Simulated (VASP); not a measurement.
# Mg8HO8 (a cell with a defect) in VASP: single point with PBE

Aim: the single point of Mg8HO8 (a cell with a defect) with PBE.

Everything below comes from runs of VASP 6.6.1. Logs are shortened: lines on timing, memory, paths and dates and some standing lists are left out, and cuts for length are marked.

### 1 The cell of the first run

The cell holds a defect, 17 atoms: a = 5.992 Å, b = 5.992 Å, c = 5.992 Å, α = 60.00°, β = 60.00°, γ = 60.00°.

### 2 Single point, PBE

File INCAR:

```
SYSTEM = Mg8HO8
PREC = Accurate
ENCUT = 520
EDIFF = 1E-6
ISMEAR = -1
SIGMA = 0.02
LREAL = .False.
LASPH = .True.
NELM = 120
ALGO = Normal
ISIF = 2
LWAVE = .False.
LCHARG = .True.
GGA = PE
LELF = .True.
LVHAR = .True.
NELECT = 64.0
NBANDS = 46
GGA_COMPAT = .False.
```

File KPOINTS:

```
Automatic mesh
0
Gamma
  2 2 2
  0 0 0
```

File POSCAR:

```
Mg8HO8
1.0
    0.0000000000      4.2370000000      4.2370000000
    4.2370000000      0.0000000000      4.2370000000
    4.2370000000      4.2370000000      0.0000000000
Mg O H
8 8 1
Direct
    0.0113287704      0.0171583668     -0.0095350484
    0.0452914798     -0.0274250649      0.4994099599
    0.0201439698      0.4922704744     -0.0099480765
    0.0124380458      0.5233419873      0.5063488317
    0.5013806939     -0.0039060656     -0.0098536700
    0.5102666981      0.0005664385      0.5002124144
    0.4903351428      0.5005546377     -0.0135591220
    0.4785461411      0.5228699552      0.4873967430
    0.2856502242      0.2244512627      0.2388718433
    0.2894618834      0.2188930847      0.7357918338
    0.2453386830      0.7588860042      0.2331602549
    0.2523837621      0.7310243097      0.7588033986
    0.7676658013      0.2577531272      0.2576823224
    0.7560656125      0.2513452915      0.7487491149
    0.7373849422      0.7620014161      0.2586971914
    0.7488435214      0.7542954921      0.7517465188
    0.7871961293      0.2813901345      0.5670403587
```

Potentials or basis: VASP PAW PBE potentials, release 64 (Mg, O, H).

Run with:

```console
$ cat potpaw_PBE.64/Mg/POTCAR potpaw_PBE.64/O/POTCAR potpaw_PBE.64/H/POTCAR > POTCAR
$ mpirun -np 1 vasp_std > vasp.out
```

OUTCAR:

```text
SYSTEM = Mg8HO8
   PREC = Accurate
   ENCUT = 520
   EDIFF = 1E-6
   ISMEAR = -1
   LREAL = .False.
   LASPH = .True.
   NELM = 120
   ISIF = 2
   GGA = PE
   NELECT = 64.0

 ion  position               nearest neighbor table
   1  0.011  0.017  0.990-  11 2.02  10 2.05  14 2.11  13 2.15  12 2.20  15 2.24   3 2.87   5 2.87
                             6 2.96   4 2.97   2 2.98   7 2.99   7 3.02   2 3.03   4 3.03   6 3.03
   2  0.045  0.973  0.499-  17 1.80  12 1.98  11 2.05   9 2.09  16 2.19  13 2.21  14 2.24   8 2.65
                             4 2.77   6 2.88   5 2.90   3 2.91   1 2.98   1 3.03   3 3.09   5 3.11
   3  0.020  0.492  0.990-  12 2.00  13 2.07  16 2.16   9 2.18  10 2.24  15 2.28   7 2.83   4 2.83
                             1 2.87   8 2.89   2 2.91   5 2.93   5 3.06   2 3.09   8 3.12   1 3.12
   4  0.012  0.523  0.506-  11 2.00  16 2.02  10 2.17  15 2.22  17 2.23  14 2.24   9 2.40   8 2.74
                             2 2.77   3 2.83   6 2.94   1 2.97   7 3.01   7 3.02   1 3.03   6 3.06
   5  0.501  0.996  0.990-  10 1.98   9 2.03  16 2.04  11 2.09  15 2.14  14 2.16   1 2.87   6 2.90
                             2 2.90   8 2.91   3 2.93   7 2.98   7 3.01   3 3.06   8 3.09   6 3.10
   6  0.510  0.001  0.500-  10 1.92  15 2.04   9 2.07  16 2.08  13 2.18  12 2.24   2 2.88   5 2.90
                             4 2.94   7 2.96   1 2.96   8 3.00   8 3.00   1 3.03   7 3.04   4 3.06
   7  0.490  0.501  0.986-  12 1.97   9 2.05  14 2.07  11 2.14  16 2.17  13 2.33   3 2.83   6 2.96
                             8 2.96   5 2.98   1 2.99   4 3.01   5 3.01   1 3.02   4 3.02   8 3.04
   8  0.479  0.523  0.487-  17 1.80  12 2.04  11 2.07  13 2.11  15 2.11  10 2.12  14 2.28   2 2.65
                             4 2.74   3 2.89   5 2.91   7 2.96   6 3.00   6 3.00   7 3.04   5 3.09
   9  0.286  0.224  0.239-   5 2.03   7 2.05   6 2.07   2 2.09   3 2.18   4 2.40
  10  0.289  0.219  0.736-   6 1.92   5 1.98   1 2.05   8 2.12   4 2.17   3 2.24
  11  0.245  0.759  0.233-   4 2.00   1 2.02   2 2.05   8 2.07   5 2.09   7 2.14
  12  0.252  0.731  0.759-   7 1.97   2 1.98   3 2.00   8 2.04   1 2.20   6 2.24
  13  0.768  0.258  0.258-   3 2.07   8 2.11   1 2.15   6 2.18   2 2.21   7 2.33
  14  0.756  0.251  0.749-  17 0.94   7 2.07   1 2.11   5 2.16   4 2.24   2 2.24   8 2.28
  15  0.737  0.762  0.259-   6 2.04   8 2.11   5 2.14   4 2.22   1 2.24   3 2.28
  16  0.749  0.754  0.752-   4 2.02   5 2.04   6 2.08   3 2.16   7 2.17   2 2.19
  17  0.787  0.281  0.567-  14 0.94   2 1.80   8 1.80   4 2.23

  LATTYP: Found a face centered cubic cell.
 ALAT       =     8.4740000000

  Lattice vectors:

 A1 = (   0.0000000000,   4.2370000000,   4.2370000000)
 A2 = (   4.2370000000,   0.0000000000,   4.2370000000)
 A3 = (   4.2370000000,   4.2370000000,   0.0000000000)

Analysis of symmetry for initial positions (statically):
=====================================================================
 Subroutine PRICEL returns:
 Original cell was already a primitive cell.

 Routine SETGRP: Setting up the symmetry group for a
 face centered cubic supercell.

 Subroutine GETGRP returns: Found  1 space group operations
 (whereof  1 operations were pure point group operations)
 out of a pool of 48 trial point group operations.

The static configuration has the point symmetry C_1 .

Analysis of symmetry for dynamics (positions and initial velocities):
=====================================================================
 Subroutine PRICEL returns:
 Original cell was already a primitive cell.

 Routine SETGRP: Setting up the symmetry group for a
 face centered cubic supercell.

 Subroutine GETGRP returns: Found  1 space group operations
 (whereof  1 operations were pure point group operations)
 out of a pool of 48 trial point group operations.

The dynamic configuration has the point symmetry C_1 .

 Subroutine INISYM returns: Found  1 space group operations
 (whereof  1 operations are pure point group operations),
 and found     1 'primitive' translations

----------------------------------------------------------------------------------------

                                     Primitive cell

  volume of cell :     152.1267

  direct lattice vectors                    reciprocal lattice vectors
     0.000000000  4.237000000  4.237000000    -0.118008025  0.118008025  0.118008025
     4.237000000  0.000000000  4.237000000     0.118008025 -0.118008025  0.118008025
     4.237000000  4.237000000  0.000000000     0.118008025  0.118008025 -0.118008025

  length of vectors
     5.992022864  5.992022864  5.992022864     0.204395894  0.204395894  0.204395894

  position of ions in fractional coordinates (direct lattice)
     0.011328770  0.017158367  0.990464952
     0.045291480  0.972574935  0.499409960
     0.020143970  0.492270474  0.990051923
     0.012438046  0.523341987  0.506348832
     0.501380694  0.996093934  0.990146330
     0.510266698  0.000566439  0.500212414
[... 9 lines left out ...]
     0.748843521  0.754295492  0.751746519
     0.787196129  0.281390135  0.567040359

  ion indices of the primitive-cell ions
   primitive index   ion index
                 1           1
                 2           2
                 3           3
                 4           4
                 5           5
                 6           6
[... 9 lines left out ...]
                16          16
                17          17

----------------------------------------------------------------------------------------

 KPOINTS: Automatic mesh

Automatic generation of k-mesh.
 Grid dimensions read from file:
 generate k-points for:    2    2    2

 Generating k-lattice:

  Cartesian coordinates                     Fractional coordinates (reciprocal lattice)
    -0.059004012  0.059004012  0.059004012     0.500000000  0.000000000  0.000000000
     0.059004012 -0.059004012  0.059004012     0.000000000  0.500000000  0.000000000
     0.059004012  0.059004012 -0.059004012     0.000000000  0.000000000  0.500000000

  Length of vectors
     0.102197947  0.102197947  0.102197947

  Shift w.r.t. Gamma in fractional coordinates (k-lattice)
     0.000000000  0.000000000  0.000000000

 Subroutine IBZKPT returns following result:
 ===========================================

 Found      8 irreducible k-points:

 Following reciprocal coordinates:
            Coordinates               Weight
  0.000000  0.000000  0.000000      1.000000
  0.500000  0.000000  0.000000      1.000000
  0.000000  0.500000  0.000000      1.000000
  0.000000  0.000000  0.500000      1.000000
  0.500000  0.500000  0.500000      1.000000
  0.500000  0.500000  0.000000      1.000000
  0.000000  0.500000  0.500000      1.000000
  0.500000  0.000000  0.500000      1.000000
   k-points           NKPTS =      8   k-points in BZ     NKDIM =      8   number of bands    NBANDS=     46
   number of dos      NEDOS =    301   number of ions     NIONS =     17
   total plane-waves  NPLWV = 110592
   dimension x,y,z NGX =    48 NGY =   48 NGZ =   48
   dimension x,y,z NGXF=    96 NGYF=   96 NGZF=   96
   ions per type =               8   8   1
   NGX,Y,Z   is equivalent  to a cutoff of  13.32, 13.32, 13.32 a.u.
   NGXF,Y,Z  is equivalent  to a cutoff of  26.63, 26.63, 26.63 a.u.
 SYSTEM =  Mg8HO8
   PREC   = accura    normal or accurate (medium, high low for compatibility)
   ISTART =      0    job   : 0-new  1-cont  2-samecut
   ICHARG =      2    charge: 1-file 2-atom 10-const
   ISPIN  =      1    spin polarized calculation?
   LNONCOLLINEAR =      F non collinear calculations
   LSORBIT =      F    spin-orbit coupling
   LASPH  =      T    aspherical Exc in radial PAW
   ENCUT  =  520.0 eV  38.22 Ry    6.18 a.u.  11.14 11.14 11.14*2*pi/ulx,y,z
   NELM   =    120;   NELMIN=  2; NELMDL= -5     # of ELM steps
   EDIFF  = 0.1E-05   stopping-criterion for ELM
   LREAL  =      F    real-space projection
   EDIFFG = 0.1E-04   stopping-criterion for IOM
   NSW    =      0    number of steps for IOM
   IBRION =     -1    ionic relax: 0-MD 1-quasi-New 2-CG
   NFREE  =      0    steps in history (QN), initial steepest desc. (CG)
   ISIF   =      2    stress and relaxation
   ISYM   =      2    0-nonsym 1-usesym 2-fastsym
   POTIM  = 0.5000    time-step for ionic-motion
   TEBEG  =    0.0;   TEEND  =   0.0 temperature during run
   PSTRESS=    0.0 pullay stress
   NELECT =      64.0000    total number of electrons
   NUPDOWN=      -1.0000    fix difference up-down
   EMIN   =  10.00;   EMAX   =-10.00  energy-range for DOS
   EFERMI =   0.00;   METHOD = LEGACY
   ISMEAR =    -1;   SIGMA  =   0.02  broadening in eV -4-tet -1-fermi 0-gaus
   EFERMI_NEDOS =   21; number of points for ismear=-14 and -15
   IALGO  =     38    algorithm
   IMIX   =      4    mixing-type and parameters
     AMIX     =   0.40;   BMIX     =  1.00
     AMIX_MAG =   1.60;   BMIX_MAG =  1.00
  volume/ion in A,a.u.               =       8.95        60.39
  Fermi-wavevector in a.u.,A,eV,Ry     =   1.226685  2.318098 20.473447  1.504756
  Thomas-Fermi vector in A             =   2.361677
   LORBIT       =      0    0 simple, 1 ext, 2 COOP (PROOUT), +10 PAW based schemes
   GGA     = PE    functional components
   LHFCALC =     F    Hartree Fock is set to
   AEXX    =    0.0000 exact exchange contribution
   IVDW    =     0    specifies the selected vdW correction
   LEPSILON=     F    determine dielectric tensor
   LRPA    =     F    only Hartree local field effects (RPA)
 non-spin polarized calculation
  energy-cutoff  :      520.00
  volume of cell :      152.13
 maximum number of plane-waves:      4111
 NGX is ok and might be reduce to    48
   NGX = 23   NGY = 23   NGZ = 23

 number of electron      63.9999999 magnetization

 Free energy of the ion-electron system (eV)
  ---------------------------------------------------
  ext. energy  EPLUGINS =         0.00000000
  ---------------------------------------------------
  free energy    TOTEN  =      -100.95693056 eV

  energy without entropy =     -100.95693056  energy(sigma->0) =     -100.95693056

 E-fermi :   4.0507     XC(G=0): -10.9582

 val. band max:        3.6029440836   @ k =   0.0000   0.0000   0.0000
 cond. band min:       7.2916299150   @ k =   0.0000   0.0000   0.0000
 fundamental gap:      3.6886858314
 Fermi energy:         4.0506826217

 k-point     1 :       0.0000    0.0000    0.0000
  band No.  band energies     occupation
      1     -17.2374      2.00000
      2     -13.8090      2.00000
      3     -13.0381      2.00000
      4     -12.8854      2.00000
      5     -12.5502      2.00000
      6     -12.4548      2.00000
[... 36 lines left out ...]
     43      13.0758      0.00000
     44      14.8002      0.00000

 k-point     2 :       0.5000    0.0000    0.0000
  band No.  band energies     occupation
      1     -17.2220      2.00000
      2     -13.6516      2.00000
      3     -13.0563      2.00000
      4     -12.8806      2.00000
      5     -12.7615      2.00000
      6     -12.4064      2.00000
[... 36 lines left out ...]
     43      14.1880      0.00000
     44      14.4475      0.00000

 k-point     3 :       0.0000    0.5000    0.0000
  band No.  band energies     occupation
      1     -17.2235      2.00000
      2     -13.5175      2.00000
      3     -13.2974      2.00000
      4     -12.9019      2.00000
      5     -12.5569      2.00000
      6     -12.5122      2.00000
[... 224 lines left out ...]
     43      14.2885      0.00000
     44      14.4806      0.00000

 k-point     8 :       0.5000    0.0000    0.5000
  band No.  band energies     occupation
      1     -17.2174      2.00000
      2     -13.4835      2.00000
      3     -13.1579      2.00000
      4     -13.0520      2.00000
      5     -12.5839      2.00000
      6     -12.4564      2.00000
[... 36 lines left out ...]
     43      14.2445      0.00000
     44      14.4224      0.00000
 [bands above 44 left out]

------------------------ aborting loop because EDIFF is reached ----------------------------------------

  FORCE on cell =-STRESS in cart. coord.  units (eV):
  Direction    XX          YY          ZZ          XY          YZ          ZX
  --------------------------------------------------------------------------------------
  -------------------------------------------------------------------------------------
  Total        2.0557662      1.7725587     -2.5540689     -3.2074690      0.8178167      0.4092349
  in kB       21.6510479     18.6683452    -26.8991030    -33.7806233      8.6131328      4.3100063
  external PRESSURE =       4.4734300 kB  Pullay stress =       0.0000000 kB

 VOLUME and BASIS-vectors are now :
 -----------------------------------------------------------------------------
  energy-cutoff  :      520.00
  volume of cell :      152.13
      direct lattice vectors                 reciprocal lattice vectors
     0.000000000  4.237000000  4.237000000    -0.118008025  0.118008025  0.118008025
     4.237000000  0.000000000  4.237000000     0.118008025 -0.118008025  0.118008025
     4.237000000  4.237000000  0.000000000     0.118008025  0.118008025 -0.118008025

 POSITION                                       TOTAL-FORCE (eV/Angst)
 -----------------------------------------------------------------------------------
      4.26930      4.24460      0.12070        -0.022035      0.803654     -1.346927
      6.23680      2.30790      4.31270        -0.924067     -1.127934     -0.117682
      6.28060      4.28020      2.17110         1.431087      0.250334     -1.002156
      4.36280      2.19810      2.27010        -0.978600     -1.229758     -0.192733
      8.41570      6.31960      6.34480        -0.148889      1.332496     -0.433537
      2.12180      4.28140      2.16440        -1.251377     -0.038567      0.581741
[... 9 lines left out ...]
      6.38110      6.35800      6.36880        -0.805320      0.826398      0.188045
      3.59480      5.73790      4.52760        -1.360627     -1.528769      0.968350
 -----------------------------------------------------------------------------------
    total drift:                               -0.000140      0.000688     -0.000365

  FREE ENERGIE OF THE ION-ELECTRON SYSTEM (eV)
  ---------------------------------------------------
  free  energy   TOTEN  =      -100.9569305650 eV

  energy  without entropy=     -100.9569305649  energy(sigma->0) =     -100.95693056
```

Wall time 82 s (1 thread of Intel Xeon Platinum 8488C (Sapphire Rapids), shared host); peak memory 0.33 GiB.

What came out:

```
Free energy   : -100.9569 eV
Largest force : 2.800 eV/Å
```

Forces on the atoms (eV/Å):
```
Mg  -0.022  0.804 -1.347
Mg  -0.924 -1.128 -0.118
Mg   1.431  0.250 -1.002
Mg  -0.979 -1.230 -0.193
Mg  -0.149  1.332 -0.434
Mg  -1.251 -0.039  0.582
Mg   1.266  1.116  0.418
Mg  -0.829 -0.815  0.764
O    1.238 -0.753 -0.165
O    2.260 -1.638  0.215
O    0.044  1.035 -0.188
O   -0.008 -0.568  0.474
O   -0.152 -0.004 -0.071
O    1.125  1.697 -0.223
O   -0.884  0.642  0.131
O   -0.805  0.826  0.188
H   -1.361 -1.529  0.968
```

Caveat: the k points lie up to 0.64 Å⁻¹ apart; the cell carries a net charge on a neutralising background, which shifts energy and pressure; the cell is charged against a uniform background, so pressure and absolute levels hang on convention.
